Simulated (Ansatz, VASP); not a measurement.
One calculation of SiC, two programs

```
CELL_PARAMETERS angstrom
3.07600 0.00000 0.00000
-1.53800 2.66389 0.00000
0.00000 0.00000 5.04800
ATOMIC_POSITIONS crystal
Si 0.33333 0.66667 0.00000
Si 0.66667 0.33333 0.50000
C 0.33333 0.66667 0.38500
C 0.66667 0.33333 0.88500
```

Alike in both runs: task electric field gradients; functional PBE; k mesh 15 × 15 × 8; occupations fermi-dirac, width 0.08 eV; no spin polarisation.

|  | VASP | Ansatz |
| --- | --- | --- |
| version | VASP 6.6.1 | Ansatz 0.2.0 |
| potentials or method | VASP PAW PBE potentials, release 64 (Si, C), cutoff 520 eV | all-electron PAW with datasets made for the crystal, scalar-relativistic |

|  | VASP | Ansatz | Ansatz less VASP |
| --- | --- | --- | --- |
| pressure (GPa) | 3.6 | 3.7 | +0.07 |
| traceless stress, the component that is largest in VASP (GPa) | -3.23 | -3.22 | +0.010 |
| rms of the force components (eV/Å) | 0.435 | 0.434 | -0.0003 |
| size of Vzz on the site where it differs most (V/Å²) | 17.4 | 16.5 | -0.90 |

Atom by atom the forces differ by 0.000 eV/Å (rms over components). Ansatz ran all-electron here, and VASP with PAW potentials. Ansatz's warnings: band levels unverified, printed levels off.
